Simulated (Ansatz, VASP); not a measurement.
Nb in VASP and in Ansatz

```xyz
1
Lattice="-1.6640 1.4768 1.6640 1.6640 -1.4768 1.6640 1.6640 1.4768 -1.6640" Properties=species:S:1:pos:R:3 pbc="T T T"
Nb    0.0000    0.0000    0.0000
```

Change from the starting cell: strain -0.1125 x Voigt [0, 1, 0, 0, 0, 0], atoms carried along.

Alike in both runs: task single point; functional PBEsol; k mesh 20 × 20 × 20; occupations gaussian, width 0.15 eV; no spin polarisation.

```csv
,VASP,Ansatz
version,VASP 6.6.1,Ansatz 0.2.0
potentials or method,"VASP PAW PBE potentials, release 64 (Nb_sv), cutoff 520 eV","scalar-relativistic, plane waves, PAW"
valence electrons in the cell,13,13
```

|  | VASP | Ansatz | Ansatz less VASP |
| --- | --- | --- | --- |
| gap on the k mesh at the Fermi level (eV) | none | none | - |
| pressure (GPa) | 15.4 | 15.7 | +0.35 |
| traceless stress, the component that is largest in VASP (GPa) | 11.15 | 11.21 | +0.066 |

VASP's potentials were made for PBE, not for PBEsol. A gap of «none» marks a metal or a gap that the smearing closes.
